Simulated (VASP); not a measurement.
Set up this calculation in VASP 6.6.1, as the native input.

| Property | Result |
| --- | --- |
| Task | single point |
| Functional | PBEsol |
| Potentials or basis | VASP PAW PBE potentials, release 64 (In_d, Se) |
| Cutoff | 520 eV |
| k mesh | 4 × 4 × 4 |
| Occupations | gaussian, width 0.1 eV |
| Spin | no spin polarisation |
| Dipole correction | no |
| Further INCAR settings | ALGO = Normal; EDIFF = 1e-06; NBANDS = 30 |

The structure of In3Se lies in POSCAR:

```
In3Se
1.0
    4.8037580000      0.0000000000      0.0000000000
    0.0000000000      4.8037580000      0.0000000000
    0.0000000000      0.0000000000      4.8037580000
In Se
3 1
Direct
    0.0000000000      0.5000000000      0.5000000000
    0.5000000000      0.0000000000      0.5000000000
    0.5000000000      0.5000000000      0.0000000000
    0.0000000000      0.0000000000      0.0000000000
```

One way to write it, as run:

INCAR

```
SYSTEM = In3Se
ALGO = Normal
EDIFF = 1E-6
ENCUT = 520
GGA = PS
ISIF = 2
ISMEAR = 0
LASPH = .TRUE.
LCHARG = .TRUE.
LELF = .TRUE.
LREAL = .FALSE.
LVHAR = .TRUE.
LWAVE = .FALSE.
NBANDS = 30
NELM = 80
PREC = Accurate
SIGMA = 0.1
```

KPOINTS

```
k-points
0
G
  4 4 4
  0 0 0
```

Potentials or basis: VASP PAW PBE potentials, release 64 (In_d, Se).

The run is started by

```bash
$ cat potpaw_PBE.64/In_d/POTCAR potpaw_PBE.64/Se/POTCAR > POTCAR
$ mpirun -np 1 vasp_std > vasp.out
```

It gave:

```
Pressure : -2.8 GPa
```

Caveat: the PAW data sets were made with another functional, which shifts forces and pressure a little.

Wall time 13 s on 1 thread of Intel(R) Xeon(R) 6975P-C (Granite Rapids), on a shared host, peak memory 0.2 GiB.
